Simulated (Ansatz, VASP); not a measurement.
One calculation of Sn, two programs

The input INCAR:

```
PREC     = Accurate       # precision mode
ENCUT    = 600            # plane-wave cutoff, eV
EDIFF    = 1E-7           # SCF threshold, eV
ISMEAR   = 0              # smearing method
SIGMA    = 0.1            # smearing width, eV
LREAL    = F              # projectors in reciprocal space
LASPH    = T              # aspherical terms in the spheres
NELM     = 80             # most SCF steps
ALGO     = Normal         # electronic algorithm
ISIF     = 3              # what is computed and relaxed
LWAVE    = F              # write WAVECAR
LCHARG   = F              # write CHGCAR
GGA      = PE             # functional
IBRION   = 2              # ionic algorithm
NSW      = 90             # ionic steps
EDIFFG   = -0.04          # ionic threshold
```

Contents of KPOINTS:

```
Automatic mesh
0
Gamma
  6 6 6
```

Contents of POSCAR:

```
Sn
1.0
    3.2836297500      0.0000000000      0.0000000000
    0.0000000000      3.4044316000      0.0000000000
    0.0000000000      0.0000000000      2.8655869200
Sn
2
Direct
    0.0000000000      0.0000000000      0.6502296600
    0.5000000000      0.5000000000      0.3497703400
```

Input for Ansatz:

```yaml
crystal:
  lattice:
    - [3.28362975, 0.0, 0.0]
    - [0.0, 3.4044316, 0.0]
    - [0.0, 0.0, 2.86558692]
  atoms:
    - { symbol: Sn, position: [0.0, 0.0, 0.65022966] }
    - { symbol: Sn, position: [0.5, 0.5, 0.34977034] }
basis:
  ecutwfc: 420
kpoints:
  mp_grid: { grid: [6, 6, 6] }
hamiltonian:
  xc: pbe
scf:
  occupations: { method: gaussian, width: 0.1 }
  lower_state_search: "off"
output:
  forces: true
  stress: true
  eigenvalues: true
relax:
  adjacent_minimum: "off"
  f_tol: 0.04
  max_steps: 70
  cell: { stress_tol: 0.4 }
```

Alike in both runs: task relaxation of cell and atoms; functional PBE; k mesh 6 × 6 × 6; occupations gaussian, width 0.1 eV; no spin polarisation.

|  | VASP | Ansatz |
| --- | --- | --- |
| version | VASP 6.6.1 | Ansatz 0.2.0 |
| potentials or method | VASP PAW PBE potentials, release 64 (Sn_d), cutoff 600 eV | scalar-relativistic, plane waves, PAW |
| valence electrons in the cell | 28 | 28 |

```csv
,VASP,Ansatz,Ansatz less VASP
"gap on the k mesh at the Fermi level, each at its own relaxed structure (eV)",none,none,-
relaxed volume (Å³/atom),27.60,27.54,-0.064
relaxed cell length with the largest relative difference (Å),3.904,3.898,-0.0067
```

A gap of «none» marks a metal or a gap that the smearing closes.

The k mesh is coarse, so the values compare programs but aren't converged. Noted on VASP's run: the volume moved by over 15 % at a fixed basis, so the end points are rough; too few bands were computed for a metal, which touches its energy and stress.
